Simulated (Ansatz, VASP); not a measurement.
## One calculation of SiNi2, two programs

```
CELL_PARAMETERS angstrom
3.86955 0.00000 0.00000
-1.93477 3.35112 0.00000
0.00000 0.00000 4.92681
ATOMIC_POSITIONS crystal
Si 0.33333 0.66667 0.76359
Si 0.66667 0.33333 0.23641
Ni 0.00000 0.00000 0.00000
Ni 0.00000 0.00000 0.50000
Ni 0.33333 0.66667 0.26522
Ni 0.66667 0.33333 0.73478
```

Change from the starting cell: mode 4 (121.0 1/cm) frozen in, largest displacement +0.075 Å.

Alike in both runs: task single point; functional r2SCAN; k mesh 12 × 12 × 10; occupations gaussian, width 0.15 eV; no spin polarisation.

|  | VASP | Ansatz |
| --- | --- | --- |
| version | VASP 6.6.1 | Ansatz 0.2.0 |
| potentials or method | VASP PAW PBE potentials, release 64 (Si, Ni), cutoff 520 eV | scalar-relativistic, plane waves, PAW |
| valence electrons in the cell | 48 | 80 |

|  | VASP | Ansatz | Ansatz less VASP |
| --- | --- | --- | --- |
| gap on the k mesh at the Fermi level (eV) | none | none | - |
| pressure (GPa) | 0.2 | -0.1 | -0.30 |
| traceless stress, the component that is largest in VASP (GPa) | -0.20 | -0.15 | +0.050 |
| rms of the force components (eV/Å) | 0.083 | 0.085 | +0.0020 |

VASP's potentials were made for PBE, not for r2SCAN. Atom by atom the forces differ by 0.002 eV/Å (rms over components). A gap of «none» marks a metal or a gap that the smearing closes. The functional is the same, so the differences come from potentials, cutoffs and numerics. VASP's potentials hold 48 valence electrons a cell and Ansatz's 80, so a difference there can come from the potentials and not from the codes.
